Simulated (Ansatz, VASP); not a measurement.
# HC6: VASP beside Ansatz

```
C H
1.0
     4.88953    0.00000    0.00000
    -1.22238    8.78496    0.00000
     0.00000    0.00000   22.74747
C H
12 2
Direct
  0.01936 0.07745 0.17584
  0.51936 0.07745 0.17584
  0.27420 0.09681 0.20595
  0.77420 0.09681 0.20595
  0.28388 0.13553 0.26618
  0.78388 0.13553 0.26618
  0.03863 0.15452 0.29551
  0.53863 0.15452 0.29551
  0.04887 0.19548 0.35836
  0.54887 0.19548 0.35836
  0.30317 0.21270 0.38455
  0.80317 0.21270 0.38455
  0.04887 0.14367 0.43246
  0.04887 0.24729 0.43246
```

Alike in both runs: task single point; functional LDA; k mesh 6 × 3 × 1; occupations gaussian, width 0.1 eV; no spin polarisation.

|  | VASP | Ansatz |
| --- | --- | --- |
| version | VASP 6.6.1 | Ansatz 0.2.0 |
| potentials or method | VASP PAW LDA potentials, release 64 (C, H), cutoff 520 eV | scalar-relativistic, plane waves, PAW |
| valence electrons in the cell | 50 | 50 |

Ansatz gave:

```
gap on the k mesh at the Fermi level (eV) : none
rms of the force components (eV/Å)        : 1.374
```

Q: Which values does VASP return?

A: gap on the k mesh at the Fermi level (eV): none; rms of the force components (eV/Å): 1.366.

LDA's correlation is that of Perdew and Zunger in VASP and of Perdew and Wang (1992) in Ansatz. Atom by atom the forces differ by 0.022 eV/Å (rms over components). A gap of «none» marks a metal or a gap that the smearing closes.
